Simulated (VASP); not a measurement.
# VH2 (Fm-3m) in VASP: a series of runs

VH2 is run at these levels: PBEsol; tasks: single point, relaxation of cell and atoms.

Program: VASP 6.6.1. These are calculated values, not measurements. Logs are shortened: lines on timing, memory, paths and dates and some standing lists are left out, and cuts for length are marked.

### Step 1. The cell of the first run

Symmetry: Fm-3m, No. 225, cubic system. The conventional cell has a = 4.168 Å, b = 4.168 Å, c = 4.168 Å, α = 90.00°, β = 90.00°, γ = 90.00°. Within 2.4 Å of V (site symmetry m-3m) lie 8 H at 1.80 Å. Within 2.4 Å of H (site symmetry -43m) lie 4 V at 1.80 Å and 6 H at 2.08 Å.

### Step 2. Single point, PBEsol

Input file INCAR:

```
PREC     = Accurate       # precision mode
ENCUT    = 520            # plane-wave cutoff, eV
EDIFF    = 1E-7           # SCF threshold, eV
ISMEAR   = 0              # smearing method
SIGMA    = 0.1            # smearing width, eV
LREAL    = F              # projectors in reciprocal space
LASPH    = T              # aspherical terms in the spheres
NELM     = 80             # most SCF steps
ALGO     = Normal         # electronic algorithm
ISIF     = 2              # what is computed and relaxed
LWAVE    = F              # write WAVECAR
LCHARG   = F              # write CHGCAR
GGA      = PS             # functional
NBANDS   = 14             # bands
```

Input file KPOINTS:

```
regular mesh
0
Gamma
  8 8 8
```

Input file POSCAR:

```
VH2
1.0
    0.0000000000      2.0837753068      2.0837753068
    2.0837753068      0.0000000000      2.0837753068
    2.0837753068      2.0837753068      0.0000000000
V H
1 2
Direct
    0.0000000000      0.0000000000      0.0000000000
    0.2500000000      0.2500000000      0.2500000000
    0.7500000000      0.7500000000      0.7500000000
```

Potentials or basis: VASP PAW PBE potentials, release 64 (V_sv, H).

Launch:

```bash
$ cat potpaw_PBE.64/V_sv/POTCAR potpaw_PBE.64/H/POTCAR > POTCAR
$ mpirun -np 1 vasp_std > vasp.out
```

OUTCAR:

```text
PREC = Accurate
   ENCUT = 520
   EDIFF = 1E-7
   ISMEAR = 0
   LREAL = F
   LASPH = T
   NELM = 80
   ISIF = 2
   GGA = PS

 ion  position               nearest neighbor table
   1  0.000  0.000  0.000-   3 1.80   3 1.80   3 1.80   2 1.80   3 1.80   2 1.80   2 1.80   2 1.80

   2  0.250  0.250  0.250-   1 1.80   1 1.80   1 1.80   1 1.80
   3  0.750  0.750  0.750-   1 1.80   1 1.80   1 1.80   1 1.80

  LATTYP: Found a face centered cubic cell.
 ALAT       =     4.1675506136

  Lattice vectors:

 A1 = (   0.0000000000,   2.0837753068,   2.0837753068)
 A2 = (   2.0837753068,   0.0000000000,   2.0837753068)
 A3 = (   2.0837753068,   2.0837753068,   0.0000000000)

Analysis of symmetry for initial positions (statically):
=====================================================================
 Subroutine PRICEL returns:
 Original cell was already a primitive cell.

 Routine SETGRP: Setting up the symmetry group for a
 face centered cubic supercell.

 Subroutine GETGRP returns: Found 48 space group operations
 (whereof 48 operations were pure point group operations)
 out of a pool of 48 trial point group operations.

The static configuration has the point symmetry O_h .

Analysis of symmetry for dynamics (positions and initial velocities):
=====================================================================
 Subroutine PRICEL returns:
 Original cell was already a primitive cell.

 Routine SETGRP: Setting up the symmetry group for a
 face centered cubic supercell.

 Subroutine GETGRP returns: Found 48 space group operations
 (whereof 48 operations were pure point group operations)
 out of a pool of 48 trial point group operations.

The dynamic configuration has the point symmetry O_h .

 Subroutine INISYM returns: Found 48 space group operations
 (whereof 48 operations are pure point group operations),
 and found     1 'primitive' translations

----------------------------------------------------------------------------------------

                                     Primitive cell

  volume of cell :      18.0960

  direct lattice vectors                    reciprocal lattice vectors
     0.000000000  2.083775307  2.083775307    -0.239949095  0.239949095  0.239949095
     2.083775307  0.000000000  2.083775307     0.239949095 -0.239949095  0.239949095
     2.083775307  2.083775307  0.000000000     0.239949095  0.239949095 -0.239949095

  length of vectors
     2.946903300  2.946903300  2.946903300     0.415604025  0.415604025  0.415604025

[... 95 lines left out ...]
   EMIN   =  10.00;   EMAX   =-10.00  energy-range for DOS
   EFERMI =   0.00;   METHOD = LEGACY
   ISMEAR =     0;   SIGMA  =   0.10  broadening in eV -4-tet -1-fermi 0-gaus
   EFERMI_NEDOS =   21; number of points for ismear=-14 and -15
   IALGO  =     38    algorithm
   IMIX   =      4    mixing-type and parameters
     AMIX     =   0.40;   BMIX     =  1.00
     AMIX_MAG =   1.60;   BMIX_MAG =  1.00
  volume/ion in A,a.u.               =       6.03        40.71
  Fermi-wavevector in a.u.,A,eV,Ry     =   1.537840  2.906095 32.177106  2.364951
  Thomas-Fermi vector in A             =   2.644292
   LORBIT       =      0    0 simple, 1 ext, 2 COOP (PROOUT), +10 PAW based schemes
   GGA     = PS    functional components
   LHFCALC =     F    Hartree Fock is set to
   AEXX    =    0.0000 exact exchange contribution
   IVDW    =     0    specifies the selected vdW correction
   LEPSILON=     F    determine dielectric tensor
   LRPA    =     F    only Hartree local field effects (RPA)
 non-spin polarized calculation
 Gauss-broadening in eV      SIGMA  =   0.10
  energy-cutoff  :      520.00
  volume of cell :       18.10
 maximum number of plane-waves:       531
 NGX is ok and might be reduce to    24
   NGX = 11   NGY = 11   NGZ = 11

 number of electron      14.9999997 magnetization

 Free energy of the ion-electron system (eV)
  ---------------------------------------------------
  ext. energy  EPLUGINS =         0.00000000
  ---------------------------------------------------
  free energy    TOTEN  =       -17.07396663 eV

  energy without entropy =      -17.06354558  energy(sigma->0) =      -17.06875610

 E-fermi :   8.7739     XC(G=0): -12.6582

 val. band max:        8.7466184609   @ k =   0.2500   0.2500   0.0000
 cond. band min:       8.8050560489   @ k =   0.3750   0.2500   0.1250
 fundamental gap:      0.0584375880
 Fermi energy:         8.7739364724

 k-point     1 :       0.0000    0.0000    0.0000
  band No.  band energies     occupation
      1     -55.5187      2.00000
      2     -29.2885      2.00000
      3     -29.2885      2.00000
      4     -29.2885      2.00000
      5      -2.9980      2.00000
      6       7.7137      2.00000
      7       7.7137      2.00000
      8       7.7137      2.00000
      9       9.5724      0.00000
     10       9.5724      0.00000
     11      10.0952      0.00000
     12      25.1884      0.00000
     13      26.4488      0.00000
     14      26.4488      0.00000
[... 377 lines left out ...]
      1     -55.4411      2.00000
      2     -29.6605      2.00000
      3     -29.4587      2.00000
      4     -29.3767      2.00000
      5       1.4944      2.00000
      6       2.8022      2.00000
      7       6.7612      2.00000
      8       8.5875      1.99163
      9      10.1963      0.00000
     10      11.2337      0.00000
     11      13.0192      0.00000
     12      17.5384      0.00000
     13      18.1144      0.00000
     14      22.6562      0.00000

 [... further k-points ...]

------------------------ aborting loop because EDIFF is reached ----------------------------------------

  FORCE on cell =-STRESS in cart. coord.  units (eV):
  Direction    XX          YY          ZZ          XY          YZ          ZX
  --------------------------------------------------------------------------------------
  -------------------------------------------------------------------------------------
  Total       -0.0198025     -0.0198025     -0.0198025     -0.0000000      0.0000000     -0.0000000
  in kB       -1.7532653     -1.7532653     -1.7532653     -0.0000000      0.0000000     -0.0000000
  external PRESSURE =      -1.7532653 kB  Pullay stress =       0.0000000 kB

 VOLUME and BASIS-vectors are now :
 -----------------------------------------------------------------------------
  energy-cutoff  :      520.00
  volume of cell :       18.10
      direct lattice vectors                 reciprocal lattice vectors
     0.000000000  2.083775307  2.083775307    -0.239949095  0.239949095  0.239949095
     2.083775307  0.000000000  2.083775307     0.239949095 -0.239949095  0.239949095
     2.083775307  2.083775307  0.000000000     0.239949095  0.239949095 -0.239949095

 POSITION                                       TOTAL-FORCE (eV/Angst)
 -----------------------------------------------------------------------------------
      0.00000      0.00000      0.00000         0.000000     -0.000000      0.000000
      1.04189      1.04189      1.04189        -0.000000     -0.000000     -0.000000
      3.12566      3.12566      3.12566         0.000000      0.000000      0.000000
 -----------------------------------------------------------------------------------
    total drift:                               -0.000000      0.000000      0.000000

  FREE ENERGIE OF THE ION-ELECTRON SYSTEM (eV)
  ---------------------------------------------------
  free  energy   TOTEN  =       -17.0739666287 eV

  energy  without entropy=      -17.0635455765  energy(sigma->0) =      -17.06875610
```

OSZICAR:

```text
N       E                     dE             d eps       ncg     rms          rms(c)
DAV:   1     0.104408156815E+03    0.10441E+03   -0.78978E+03   824   0.114E+03
DAV:   2    -0.175241178849E+02   -0.12193E+03   -0.11613E+03   836   0.330E+02
DAV:   3    -0.196785446883E+02   -0.21544E+01   -0.21444E+01   908   0.493E+01
DAV:   4    -0.196881005006E+02   -0.95558E-02   -0.95555E-02   866   0.352E+00
DAV:   5    -0.196881857166E+02   -0.85216E-04   -0.85216E-04   908   0.327E-01    0.270E+01
DAV:   6    -0.171523502844E+02    0.25358E+01   -0.55646E+00   818   0.374E+01    0.323E+00
DAV:   7    -0.170952572361E+02    0.57093E-01   -0.26135E-01   812   0.598E+00    0.287E+00
DAV:   8    -0.170737774518E+02    0.21480E-01   -0.19835E-02   854   0.166E+00    0.502E-01
DAV:   9    -0.170739987540E+02   -0.22130E-03   -0.19236E-03   830   0.585E-01    0.287E-01
DAV:  10    -0.170739714455E+02    0.27309E-04   -0.88006E-05   842   0.138E-01    0.464E-02
DAV:  11    -0.170739668981E+02    0.45473E-05   -0.54770E-06   866   0.285E-02    0.176E-02
DAV:  12    -0.170739666129E+02    0.28521E-06   -0.32740E-07   872   0.855E-03    0.123E-03
DAV:  13    -0.170739666287E+02   -0.15745E-07   -0.11763E-08   436   0.124E-03
   1 F= -.17073967E+02 E0= -.17068756E+02  d E =-.104211E-01
```

Wall time 4.7 s (1 thread of AMD EPYC 9R45 (Zen 5), shared host); peak memory 0.11 GiB.

What came out:

| Item | Value |
| --- | --- |
| Free energy | -17.0740 eV |
| Pressure | -0.2 GPa |

Caveat: the PAW data sets were made with another functional, which shifts forces and pressure a little.

### Step 3. Relaxation of cell and atoms, PBEsol

This run uses another cell than the first one, of 6.49 Å³/atom, 1.076 times its volume.

Input file INCAR:

```
SYSTEM = VH2
  PREC = Accurate
  ENCUT = 600
  EDIFF = 1E-7
  ISMEAR = 0
  SIGMA = 0.1
  LREAL = .False.
  LASPH = .True.
  NELM = 80
  ALGO = Normal
  ISIF = 3
  LWAVE = .False.
  LCHARG = .False.
  GGA = PS
  IBRION = 2
  NSW = 100
  EDIFFG = -0.05
```

Input file KPOINTS:

```
Automatic mesh
0
Gamma
  8 8 8
  0 0 0
```

Input file POSCAR:

```
VH2
1.0
    0.0000000000      2.1355000000      2.1355000000
    2.1355000000      0.0000000000      2.1355000000
    2.1355000000      2.1355000000      0.0000000000
V H
1 2
Direct
    0.0000000000      0.0000000000      0.0000000000
    0.2500000000      0.2500000000      0.2500000000
    0.7500000000      0.7500000000      0.7500000000
```

Potentials or basis: VASP PAW PBE potentials, release 64 (V_sv, H).

Launch:

```bash
$ cat potpaw_PBE.64/V_sv/POTCAR potpaw_PBE.64/H/POTCAR > POTCAR
$ mpirun -np 1 vasp_std > vasp.out
```

It took 7.2 s on 1 thread of AMD EPYC 9R45 (Zen 5), shared host; peak memory 0.11 GiB.

It converged, with:

| Item | Value |
| --- | --- |
| Free energy | -17.0761 eV |
| Relaxed volume | 6.04 Å³/atom |
| Relaxed cell | a = 2.949 Å, b = 2.949 Å, c = 2.949 Å, α = 60.00°, β = 60.00°, γ = 60.00° |
| Space group after relaxing (to 0.05 Å) | Fm-3m (No. 225) |
| Energy gained by relaxing | 18.6 meV/atom |
| Ionic steps | 2 |
| Pressure after relaxing | -0.4 GPa |

Step by step:
```csv
step,energy change (eV),largest force (eV/Å),pressure (GPa),volume (Å³)
1,0.0000,0.0000,-12.09,19.48
2,-0.0557,0.0000,-0.43,18.13
```

Final structure:
```
V H
1.0
     0.00000    2.08503    2.08503
     2.08503    0.00000    2.08503
     2.08503    2.08503    0.00000
V H
1 2
Direct
  0.00000 0.00000 0.00000
  0.25000 0.25000 0.25000
  0.75000 0.75000 0.75000
```

Levels at points of the mesh, in eV from the Fermi level:
| k point | band 5 | band 6 | band 7 | band 8 | band 9 | band 10 | band 11 |
| --- | --- | --- | --- | --- | --- | --- | --- |
| (0.00, 0.00, 0.00) | -11.76 | -1.06 | -1.06 | -1.06 | 0.80 | 0.80 | 1.32 |
| (0.50, 0.00, 0.00) | -8.13 | -5.67 | -0.93 | -0.93 | 1.61 | 1.61 | 4.52 |
| (0.50, 0.50, 0.00) | -6.68 | -5.63 | -3.86 | 1.72 | 1.73 | 1.73 | 7.29 |

Caveat: the PAW data sets were made with another functional, which shifts forces and pressure a little.
